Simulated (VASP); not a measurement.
**C: single point with PBE**

C:

```
CELL_PARAMETERS angstrom
2.46653 0.00000 0.00000
-1.23327 2.13608 0.00000
0.00000 0.00000 8.51285
ATOMIC_POSITIONS crystal
C 0.91891 0.00000 0.00250
C 0.00000 0.00000 0.50250
C 0.33333 0.66667 0.00250
C 0.66667 0.33333 0.50250
```

This cell differs from its parent crystal: atom 1 (C) moved -0.200 Å along Cartesian [1 0 0].

```yaml
Program: VASP 6.6.1
Task: single point
Functional: PBE
Potentials_or_basis: VASP PAW PBE potentials, release 64 (C)
Cutoff: 520 eV
k_mesh: 24 × 24 × 6
Occupations: gaussian, width 0.15 eV
Spin: no spin polarisation
```

The pressure is 7.4 GPa, the largest force is 10.660 eV/Å and the band gap on the k mesh is zero (band 8 reaches 3.03 eV, above the bottom of band 9 at 2.58 eV).

Forces in eV/Å, atoms in the order of the input:
```
C    10.315   2.686   0.000
C     0.000   0.000   0.000
C   -10.315  -2.686   0.000
C     0.000   0.000   0.000
```

Stress tensor (GPa, compression positive):
```
12.85 10.22  0.00
10.22  9.30  0.00
 0.00  0.00  0.00
```

Levels at points of the mesh, in eV from the Fermi level:
```csv
k point,band 6,band 7,band 8,band 9,band 10,band 11
"(0.00, 0.00, 0.00)",-3.01,-3.01,0.32,3.19,4.68,6.45
"(0.50, 0.00, 0.00)",-5.21,-2.34,-0.93,-0.12,1.73,7.39
"(0.00, 0.50, 0.00)",-5.54,-2.51,-2.30,1.68,2.04,5.68
"(0.50, 0.50, 0.00)",-6.39,-3.39,-2.33,1.71,3.84,6.64
"(0.00, 0.00, 0.50)",-3.01,-3.01,0.32,4.40,4.48,4.68
"(0.50, 0.00, 0.50)",-5.21,-2.33,-0.93,-0.13,1.71,7.39
"(0.00, 0.50, 0.50)",-5.54,-2.48,-2.33,1.71,1.99,5.68
"(0.50, 0.50, 0.50)",-6.39,-3.39,-2.33,1.71,3.81,6.64
```

Run time: 10 min on 1 thread of Intel(R) Xeon(R) Platinum 8375C CPU @ 2.90GHz (Ice Lake), on a shared host, peak memory 0.63 GiB.

Caveat: the cell differs from its parent crystal (atom 1 (C) moved -0.200 Å along Cartesian [1 0 0]); this functional lacks dispersion, which binds the layers, so the pressure and a relaxed spacing across them are unreliable; forces of over 1 eV/Å act on the atoms, so gaps and moduli don't describe the material at rest.
